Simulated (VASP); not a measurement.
Input of a VASP 6.6.1 run:

File INCAR:

```
SYSTEM = Zn5O
PREC = Accurate
ENCUT = 520
EDIFF = 1E-7
ISMEAR = 0
SIGMA = 0.1
LREAL = .FALSE.
LASPH = .TRUE.
NELM = 80
ALGO = Normal
ISIF = 2
LWAVE = .FALSE.
LCHARG = .FALSE.
GGA = PE
NBANDS = 42
```

File KPOINTS:

```
Automatic mesh
0
G
  12 12 4
  0 0 0
```

File POSCAR:

```
Zn5O
1.0
    2.9338121195      0.0000000000      0.0000000000
   -1.4669060598      2.5407558254      0.0000000000
    0.0000000000      0.0000000000     11.1493747114
Zn O
5 1
Direct
    0.0000000000      0.0000000000      0.8770914192
    0.6666666667      0.3333333333      0.6889883887
    0.0000000000      0.0000000000      0.5000000000
    0.6666666667      0.3333333333      0.3110116113
    0.0000000000      0.0000000000      0.1229085808
    0.6666666667      0.3333333333      0.0000000000
```

Potentials or basis: VASP PAW PBE potentials, release 64 (Zn, O).

Launch:

```console
$ cat potpaw_PBE.64/Zn/POTCAR potpaw_PBE.64/O/POTCAR > POTCAR
$ mpirun -np 1 vasp_std > vasp.out
```

Q: Estimate the pressure.

A: 0.4 GPa.

Q: Predict the band gap on the k mesh.

A: Zero (bands 33 and 34 overlap by 1.89 eV).

Q: Predict the largest force.

A: 0.037 eV/Å.

Stress tensor (GPa, compression positive):
```
0.34 0.00 0.00
0.00 0.34 0.00
0.00 0.00 0.50
```
